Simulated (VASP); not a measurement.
Wanted: the native input for a VASP 6.6.1 run.

* Task: single point
* Functional: PBE
* Potentials or basis: VASP PAW PBE potentials, release 64 (Al, Tl_d)
* Cutoff: 520 eV
* k mesh: 8 × 8 × 8
* Occupations: gaussian, width 0.1 eV
* Spin: no spin polarisation
* Dipole correction: no
* Further INCAR settings: ALGO = Fast; EDIFF = 1e-06; NBANDS = 27

The structure of Al7Tl lies in POSCAR:

```
Al7Tl
1.0
    5.5621495526      0.0000000000      0.0000000000
    0.0000000000      5.5621495526      0.0000000000
    0.0000000000      0.0000000000      5.5621495526
Al Tl
7 1
Direct
    0.5000000000      0.0000000000      0.0000000000
    0.0000000000      0.5000000000      0.0000000000
    0.0000000000      0.0000000000      0.5000000000
    0.0000000000      0.5000000000      0.5000000000
    0.5000000000      0.0000000000      0.5000000000
    0.5000000000      0.5000000000      0.0000000000
    0.5000000000      0.5000000000      0.5000000000
    0.0000000000      0.0000000000      0.0000000000
```

The cell was generated, and may not be a known phase.

These files were run (other wordings do the same):

INCAR

```
SYSTEM = Al7Tl
  PREC = Accurate
  ENCUT = 520
  EDIFF = 1E-6
  ISMEAR = 0
  SIGMA = 0.1
  LREAL = .False.
  LASPH = .True.
  NELM = 80
  ALGO = Fast
  ISIF = 2
  LWAVE = .False.
  LCHARG = .True.
  GGA = PE
  LELF = .True.
  LVHAR = .True.
  NBANDS = 27
```

KPOINTS

```
Automatic mesh
0
Gamma
  8 8 8
  0 0 0
```

Potentials or basis: VASP PAW PBE potentials, release 64 (Al, Tl_d).

Run with:

```console
$ cat potpaw_PBE.64/Al/POTCAR potpaw_PBE.64/Tl_d/POTCAR > POTCAR
$ mpirun -np 1 vasp_std > vasp.out
```

It gave:

```yaml
Pressure: -0.1 GPa
Band_gap_on_the_k_mesh: zero (bands 17 and 18 overlap by 3.20 eV)
```

Caveat: spin-orbit coupling is left out, which moves the levels of the heavy elements.

It took 3.2 min on 1 thread of Oxide Virtual Turin-like Processor, on a shared host, peak memory 0.31 GiB.
